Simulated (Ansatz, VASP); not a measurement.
# Pt in VASP and in Ansatz

```
Pt
1.0
     0.00000   -1.95790   -1.95790
     0.00000    1.95790   -1.95790
     3.91580    0.00000    0.00000
Pt
2
Direct
  0.56704 0.56704 0.50000
  0.93296 0.93296 0.00000
```

Change from the starting cell: mode 4 (134.1 1/cm) frozen in, largest displacement +0.263 Å.

Alike in both runs: task single point; functional PBE; k mesh 18 × 18 × 12; occupations gaussian, width 0.15 eV; no spin polarisation.

|  | VASP | Ansatz |
| --- | --- | --- |
| version | VASP 6.6.1 | Ansatz 0.2.0 |
| potentials or method | VASP PAW PBE potentials, release 64 (Pt), cutoff 520 eV | scalar-relativistic, plane waves, PAW |
| valence electrons in the cell | 20 | 36 |

VASP gave:

```
gap on the k mesh at the Fermi level (eV) : none
rms of the force components (eV/Å)        : 1.974
```

Q: Which values does Ansatz return?

A: gap on the k mesh at the Fermi level (eV): none; rms of the force components (eV/Å): 1.997.

Atom by atom the forces differ by 0.023 eV/Å (rms over components). A gap of «none» marks a metal or a gap that the smearing closes. With one functional, cell and mesh, what is left measures potentials, basis and numerics. VASP's potentials hold 20 valence electrons a cell and Ansatz's 36, so a difference there can come from the potentials and not from the codes.

Neither program's run includes spin-orbit coupling.
